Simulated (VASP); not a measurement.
# SiO2 (P6_522) in VASP: a series of runs

Aim: see how the results for SiO2 move with the level of theory and the settings. Levels: r2SCAN, PBE. Tasks: electric field gradients.

All numbers are computed with VASP 6.6.1; they aren't measurements. Logs are shortened: lines on timing, memory, paths and dates and some standing lists are left out, and cuts for length are marked.

**1. The cell of the first run**

The structure is hexagonal, space group P6_522 (No. 179). The conventional cell has a = 7.301 Å, b = 7.301 Å, c = 7.005 Å, α = 90.00°, β = 90.00°, γ = 120.00°. Si (site symmetry 2) has 4 O at 1.60 Å within 2.1 Å. O (site symmetry 2) has 2 Si at 1.60 Å within 2.1 Å. O (site symmetry 2) has 2 Si at 1.60 Å within 2.1 Å.

**2. Electric field gradients, r2SCAN**

Input file POSCAR:

```
SiO2
1.0
    7.3005505184      0.0000000000      0.0000000000
   -3.6502752592      6.3224622106      0.0000000000
    0.0000000000      0.0000000000      7.0051237300
Si O
6 12
Direct
    0.5338583600      0.7669291800      0.4166666667
    0.4661416400      0.2330708200      0.9166666667
    0.2330708200      0.4661416400      0.7500000000
    0.7669291800      0.2330708200      0.5833333333
    0.7669291800      0.5338583600      0.2500000000
    0.2330708200      0.7669291800      0.0833333333
    0.6123260400      0.3876739600      0.0833333333
    0.0000000000      0.6828971200      0.1666666667
    0.7753479200      0.3876739600      0.4166666667
    0.6828971200      0.6828971200      0.3333333333
    0.3171028800      0.3171028800      0.8333333333
    0.6123260400      0.2246520800      0.7500000000
    0.2246520800      0.6123260400      0.9166666667
    0.3171028800      0.0000000000      0.0000000000
    0.0000000000      0.3171028800      0.6666666667
    0.3876739600      0.7753479200      0.2500000000
    0.3876739600      0.6123260400      0.5833333333
    0.6828971200      0.0000000000      0.5000000000
```

Input file INCAR.step1:

```
PREC = Accurate
ENCUT = 520
ISMEAR = -1
SIGMA = 0.02
LREAL = Auto
LASPH = T
NELM = 100
NBANDS = 63
GGA = PE
ALGO = Normal
EDIFF = 1E-4
LWAVE = T
LCHARG = F
```

Input file INCAR.step2:

```
PREC = Accurate
ENCUT = 520
EDIFF = 1E-8
ISMEAR = -1
SIGMA = 0.02
LREAL = Auto
LASPH = T
NELM = 100
ALGO = Normal
ISIF = 2
LWAVE = F
LCHARG = F
METAGGA = R2SCAN
LMIXTAU = T
LEFG = T
NBANDS = 63
ISTART = 1
```

Input file KPOINTS:

```
regular mesh
0
Gamma
  4 4 3
```

Potentials or basis: VASP PAW PBE potentials, release 64 (Si, O).

The run is started by

```
$ cat potpaw_PBE.64/Si/POTCAR potpaw_PBE.64/O/POTCAR > POTCAR
$ cp INCAR.step1 INCAR
$ mpirun -np 1 vasp_std > vasp.out
$ cp INCAR.step2 INCAR
$ mpirun -np 1 vasp_std > vasp.out
```

OUTCAR:

```text
PREC = Accurate
   ENCUT = 520
   EDIFF = 1E-8
   ISMEAR = -1
   LREAL = Auto
   LASPH = T
   NELM = 100
   ISIF = 2
   METAGGA = R2SCAN
   ISTART = 1

 ion  position               nearest neighbor table
   1  0.534  0.767  0.417-  18 1.60  10 1.60  17 1.60  16 1.60
   2  0.466  0.233  0.917-  14 1.60  11 1.60   7 1.60  12 1.60
   3  0.233  0.466  0.750-  15 1.60  11 1.60  13 1.60  17 1.60
   4  0.767  0.233  0.583-  18 1.60  15 1.60   9 1.60  12 1.60
   5  0.767  0.534  0.250-   8 1.60  10 1.60   9 1.60   7 1.60
   6  0.233  0.767  0.083-  14 1.60   8 1.60  13 1.60  16 1.60
   7  0.612  0.388  0.083-   2 1.60   5 1.60
   8  0.000  0.683  0.167-   5 1.60   6 1.60
   9  0.775  0.388  0.417-   4 1.60   5 1.60
  10  0.683  0.683  0.333-   5 1.60   1 1.60
  11  0.317  0.317  0.833-   3 1.60   2 1.60
  12  0.612  0.225  0.750-   2 1.60   4 1.60
  13  0.225  0.612  0.917-   6 1.60   3 1.60
  14  0.317  0.000  0.000-   2 1.60   6 1.60
  15  0.000  0.317  0.667-   3 1.60   4 1.60
  16  0.388  0.775  0.250-   1 1.60   6 1.60
  17  0.388  0.612  0.583-   1 1.60   3 1.60
  18  0.683  0.000  0.500-   1 1.60   4 1.60

  LATTYP: Found a hexagonal cell.
 ALAT       =     7.3005505184
 C/A-ratio  =     0.9595336286

  Lattice vectors:

 A1 = (   7.3005505184,   0.0000000000,   0.0000000000)
 A2 = (  -3.6502752592,   6.3224622106,   0.0000000000)
 A3 = (   0.0000000000,   0.0000000000,   7.0051237300)

Analysis of symmetry for initial positions (statically):
=====================================================================
 Subroutine PRICEL returns:
 Original cell was already a primitive cell.

 Routine SETGRP: Setting up the symmetry group for a
 hexagonal supercell.

 Subroutine GETGRP returns: Found 12 space group operations
 (whereof  2 operations were pure point group operations)
 out of a pool of 24 trial point group operations.

The static configuration has the point symmetry C_2 .
 The point group associated with its full space group is D_6 .

Analysis of symmetry for dynamics (positions and initial velocities):
=====================================================================
 Subroutine PRICEL returns:
 Original cell was already a primitive cell.

 Routine SETGRP: Setting up the symmetry group for a
 hexagonal supercell.

 Subroutine GETGRP returns: Found 12 space group operations
 (whereof  2 operations were pure point group operations)
 out of a pool of 24 trial point group operations.

The dynamic configuration has the point symmetry C_2 .
 The point group associated with its full space group is D_6 .

 Subroutine INISYM returns: Found 12 space group operations
 (whereof  2 operations are pure point group operations),
 and found     1 'primitive' translations

----------------------------------------------------------------------------------------

                                     Primitive cell

  volume of cell :     323.3387

  direct lattice vectors                    reciprocal lattice vectors
     7.300550518  0.000000000  0.000000000     0.136975972  0.079083114  0.000000000
    -3.650275259  6.322462211  0.000000000     0.000000000  0.158166228  0.000000000
     0.000000000  0.000000000  7.005123730     0.000000000  0.000000000  0.142752653

  length of vectors
     7.300550518  7.300550518  7.005123730     0.158166228  0.158166228  0.142752653

  position of ions in fractional coordinates (direct lattice)
     0.533858360  0.766929180  0.416666667
     0.466141640  0.233070820  0.916666667
     0.233070820  0.466141640  0.750000000
     0.766929180  0.233070820  0.583333333
     0.766929180  0.533858360  0.250000000
     0.233070820  0.766929180  0.083333333
[... 10 lines left out ...]
     0.387673960  0.612326040  0.583333333
     0.682897120  0.000000000  0.500000000

  ion indices of the primitive-cell ions
   primitive index   ion index
                 1           1
                 2           2
                 3           3
                 4           4
                 5           5
                 6           6
[... 10 lines left out ...]
                17          17
                18          18

----------------------------------------------------------------------------------------

 KPOINTS: regular mesh

[... 33 lines left out ...]
   number of dos      NEDOS =    301   number of ions     NIONS =     18
   total plane-waves  NPLWV = 157464
   dimension x,y,z NGX =    54 NGY =   54 NGZ =   54
   dimension x,y,z NGXF=   108 NGYF=  108 NGZF=  108
   ions per type =               6  12
   NGX,Y,Z   is equivalent  to a cutoff of  12.30, 12.30, 12.82 a.u.
   NGXF,Y,Z  is equivalent  to a cutoff of  24.59, 24.59, 25.63 a.u.
 SYSTEM =  unknown system
   PREC   = accura    normal or accurate (medium, high low for compatibility)
   ISTART =      1    job   : 0-new  1-cont  2-samecut
   ICHARG =      0    charge: 1-file 2-atom 10-const
   ISPIN  =      1    spin polarized calculation?
   LNONCOLLINEAR =      F non collinear calculations
   LSORBIT =      F    spin-orbit coupling
   LASPH  =      T    aspherical Exc in radial PAW
   ENCUT  =  520.0 eV  38.22 Ry    6.18 a.u.  13.57 13.57 13.02*2*pi/ulx,y,z
   NELM   =    100;   NELMIN=  2; NELMDL=  0     # of ELM steps
   EDIFF  = 0.1E-07   stopping-criterion for ELM
   LREAL  =      T    real-space projection
   EDIFFG = 0.1E-06   stopping-criterion for IOM
   NSW    =      0    number of steps for IOM
   IBRION =     -1    ionic relax: 0-MD 1-quasi-New 2-CG
   NFREE  =      0    steps in history (QN), initial steepest desc. (CG)
   ISIF   =      2    stress and relaxation
   ISYM   =      2    0-nonsym 1-usesym 2-fastsym
   POTIM  = 0.5000    time-step for ionic-motion
   TEBEG  =    0.0;   TEEND  =   0.0 temperature during run
   PSTRESS=    0.0 pullay stress
   NELECT =      96.0000    total number of electrons
   NUPDOWN=      -1.0000    fix difference up-down
   EMIN   =  10.00;   EMAX   =-10.00  energy-range for DOS
   EFERMI =   0.00;   METHOD = LEGACY
   ISMEAR =    -1;   SIGMA  =   0.02  broadening in eV -4-tet -1-fermi 0-gaus
   EFERMI_NEDOS =   21; number of points for ismear=-14 and -15
   IALGO  =     38    algorithm
   IMIX   =      4    mixing-type and parameters
     AMIX     =   0.40;   BMIX     =  1.00
     AMIX_MAG =   1.60;   BMIX_MAG =  1.00
  volume/ion in A,a.u.               =      17.96       121.22
  Fermi-wavevector in a.u.,A,eV,Ry     =   1.092143  2.063850 16.228696  1.192775
  Thomas-Fermi vector in A             =   2.228402
   LORBIT       =      0    0 simple, 1 ext, 2 COOP (PROOUT), +10 PAW based schemes
   METAGGA = R2SCAN    functional components
   LHFCALC =     F    Hartree Fock is set to
   AEXX    =    0.0000 exact exchange contribution
   IVDW    =     0    specifies the selected vdW correction
   LEPSILON=     F    determine dielectric tensor
   LRPA    =     F    only Hartree local field effects (RPA)
 non-spin polarized calculation
  energy-cutoff  :      520.00
  volume of cell :      323.34
 maximum number of plane-waves:      8744
   NGX = 27   NGY = 27   NGZ = 27

 number of electron      96.0000044 magnetization

 Free energy of the ion-electron system (eV)
  ---------------------------------------------------
  ext. energy  EPLUGINS =         0.00000000
  ---------------------------------------------------
  free energy    TOTEN  =      -178.57999560 eV

  energy without entropy =     -178.57999560  energy(sigma->0) =     -178.57999560

 E-fermi :  -1.3700     XC(G=0):  -7.4083

 val. band max:       -1.9242893974   @ k =   0.2500   0.2500   0.3333
 cond. band min:       4.4526978885   @ k =   0.0000   0.0000   0.0000
 fundamental gap:      6.3769872860
 Fermi energy:        -1.3700265723

 k-point     1 :       0.0000    0.0000    0.0000
  band No.  band energies     occupation
      1     -22.1406      2.00000
      2     -21.2672      2.00000
      3     -21.2671      2.00000
      4     -21.2671      2.00000
      5     -20.7646      2.00000
      6     -20.7646      2.00000
[... 493 lines left out ...]
     59       9.1448      0.00000
     60       9.1943      0.00000
 [bands above 60 left out]

------------------------ aborting loop because EDIFF is reached ----------------------------------------

  FORCE on cell =-STRESS in cart. coord.  units (eV):
  Direction    XX          YY          ZZ          XY          YZ          ZX
  --------------------------------------------------------------------------------------
  -------------------------------------------------------------------------------------
  Total        0.3320623      0.3320623      0.5534552      0.0000000     -0.0000000     -0.0000000
  in kB        1.6454037      1.6454037      2.7424288      0.0000000     -0.0000000     -0.0000000
  external PRESSURE =       2.0110787 kB  Pullay stress =       0.0000000 kB

 VOLUME and BASIS-vectors are now :
 -----------------------------------------------------------------------------
  energy-cutoff  :      520.00
  volume of cell :      323.34
      direct lattice vectors                 reciprocal lattice vectors
     7.300550518  0.000000000  0.000000000     0.136975972  0.079083114  0.000000000
    -3.650275259  6.322462211  0.000000000     0.000000000  0.158166228  0.000000000
     0.000000000  0.000000000  7.005123730     0.000000000  0.000000000  0.142752653

 POSITION                                       TOTAL-FORCE (eV/Angst)
 -----------------------------------------------------------------------------------
      1.09796      4.84888      2.91880         0.001495      0.000863      0.000000
      2.55232      1.47358      6.42136        -0.001495     -0.000863     -0.000000
      0.00000      2.94716      5.25384        -0.000000     -0.001727     -0.000000
      4.74823      1.47358      4.08632         0.001495     -0.000863     -0.000000
      3.65028      3.37530      1.75128         0.000000      0.001727     -0.000000
     -1.09796      4.84888      0.58376        -0.001495      0.000863     -0.000000
[... 10 lines left out ...]
      0.59507      3.87141      4.08632        -0.007903      0.004563      0.000000
      4.98552      0.00000      3.50256         0.007275      0.000000     -0.000000
 -----------------------------------------------------------------------------------
    total drift:                               -0.000000      0.000000     -0.000000

  FREE ENERGIE OF THE ION-ELECTRON SYSTEM (eV)
  ---------------------------------------------------
  free  energy   TOTEN  =      -178.5799956031 eV

  energy  without entropy=     -178.5799956031  energy(sigma->0) =     -178.57999560

 Electric field gradients (V/A^2)
---------------------------------------------------------------------
 ion       V_xx      V_yy      V_zz      V_xy      V_xz      V_yz
---------------------------------------------------------------------
   1       0.727    -1.952     1.225     2.320     1.058    -1.833
   2       0.727    -1.952     1.225     2.320    -1.058     1.833
   3      -3.292     2.067     1.225     0.000    -2.116    -0.000
   4       0.727    -1.952     1.225    -2.320    -1.058    -1.833
   5      -3.292     2.067     1.225     0.000     2.116     0.000
   6       0.727    -1.952     1.225    -2.320     1.058     1.833
[... 10 lines left out ...]
  17     -30.317     2.680    27.637    28.576   -35.437   -61.378
  18     -45.143    74.603   -29.460    -0.003     0.000    48.159
---------------------------------------------------------------------

 Electric field gradients after diagonalization (V/A^2)
 (convention: |V_zz| > |V_xx| > |V_yy|)
----------------------------------------------------------------------
 ion       V_xx      V_yy      V_zz     asymmetry (V_yy - V_xx)/ V_zz
----------------------------------------------------------------------
   1       2.067     2.062    -4.128       0.001
   2       2.067     2.062    -4.128       0.001
   3       2.067     2.062    -4.128       0.001
   4       2.067     2.062    -4.128       0.001
   5       2.067     2.062    -4.128       0.001
   6       2.067     2.062    -4.128       0.001
[... 10 lines left out ...]
  17     -47.592   -46.815    94.407       0.008
  18     -48.327   -45.143    93.470       0.034
----------------------------------------------------------------------

           NMR quadrupolar parameters

 Cq : quadrupolar parameter    Cq=e*Q*V_zz/h
 eta: asymmetry parameters     (V_yy - V_xx)/ V_zz
 Q  : nuclear electric quadrupole moment in mb (millibarn)
----------------------------------------------------------------------
 ion       Cq(MHz)       eta       Q (mb)
----------------------------------------------------------------------
   1      -0.010       0.001       1.000
   2      -0.010       0.001       1.000
   3      -0.010       0.001       1.000
   4      -0.010       0.001       1.000
   5      -0.010       0.001       1.000
   6      -0.010       0.001       1.000
[... 10 lines left out ...]
  17       0.228       0.008       1.000
  18       0.226       0.034       1.000
----------------------------------------------------------------------
```

Run time: 12 min. Hardware: 1 thread of AMD EPYC 9R45 (Zen 5), shared host; peak memory 0.43 GiB.

What came out:

```yaml
Free_energy: -178.5800 eV
Pressure: 0.2 GPa
Largest_force: 0.009 eV/Å
Band_gap_on_the_k_mesh: 6.38 eV (least direct gap 6.52 eV)
Largest_electric_field_gradient_by_atom: Si -4.1; O +94.4, +93.5 (each value once) V/Å²
```

Forces in eV/Å, atoms in the order of the input:
```
Si   0.001  0.001  0.000
Si  -0.001 -0.001  0.000
Si   0.000 -0.002  0.000
Si   0.001 -0.001  0.000
Si   0.000  0.002  0.000
Si  -0.001  0.001  0.000
O    0.008 -0.005  0.000
O   -0.004  0.006  0.000
O   -0.008 -0.005  0.000
O    0.004  0.006  0.000
O   -0.004 -0.006  0.000
O    0.000  0.009  0.000
O    0.008  0.005  0.000
O   -0.007  0.000  0.000
O    0.004 -0.006  0.000
O    0.000 -0.009  0.000
O   -0.008  0.005  0.000
O    0.007  0.000  0.000
```

Levels at points of the mesh, in eV from the valence-band top:
```tsv
k point	band 45	band 46	band 47	band 48	band 49	band 50	band 51	band 52
(0.00, 0.00, 0.00)	-0.31	-0.26	-0.14	-0.14	6.38	9.25	9.25	9.97
(0.50, 0.00, 0.00)	-0.36	-0.14	-0.03	-0.03	7.61	7.74	9.24	9.49
```

Electric field gradients, principal values (V/Å²):
```
atom    least   middle  greatest (by size)
1 Si    2.062    2.067              -4.128
2 Si    2.062    2.067              -4.128
3 Si    2.062    2.067              -4.128
4 Si    2.062    2.067              -4.128
5 Si    2.062    2.067              -4.128
6 Si    2.062    2.067              -4.128
 7 O  -46.815  -47.592              94.407
 8 O  -45.143  -48.327              93.470
 9 O  -46.820  -47.589              94.409
10 O  -45.148  -48.326              93.474
11 O  -45.148  -48.326              93.474
12 O  -46.820  -47.589              94.409
13 O  -46.820  -47.589              94.409
14 O  -45.143  -48.327              93.470
15 O  -45.143  -48.327              93.470
16 O  -46.820  -47.589              94.409
17 O  -46.815  -47.592              94.407
18 O  -45.143  -48.327              93.470
```

Caveat: without QUAD_EFG the Cq values of the log hold for a quadrupole moment of 1 mb, not for the nuclei; the PAW data sets were made with another functional, which shifts forces and pressure a little.

[end of part 1 of 2]
